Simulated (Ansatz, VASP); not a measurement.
Zr: VASP beside Ansatz

```
Zr
1.0
    -1.83382    1.83382    1.83382
     1.83382   -1.83382    1.83382
     1.83382    1.83382   -1.83382
Zr
1
Direct
  0.00000 0.00000 0.00000
```

Change from the starting cell: volume scaled by 1.04.

Alike in both runs: task single point; functional PBE; k mesh 10 × 10 × 10; occupations fermi-dirac, width 0.05 eV; no spin polarisation.

|  | VASP | Ansatz |
| --- | --- | --- |
| version | VASP 6.6.1 | Ansatz 0.2.0 |
| potentials or method | VASP PAW PBE potentials, release 64 (Zr_sv), cutoff 520 eV | all-electron LAPW, scalar-relativistic |

|  | VASP | Ansatz | Ansatz less VASP |
| --- | --- | --- | --- |
| gap on the k mesh at the Fermi level (eV) | none | none | - |
| pressure (GPa) | -6.1 | -6.1 | -0.01 |

A gap of «none» marks a metal or a gap that the smearing closes. Ansatz ran all-electron here, and VASP with PAW potentials.
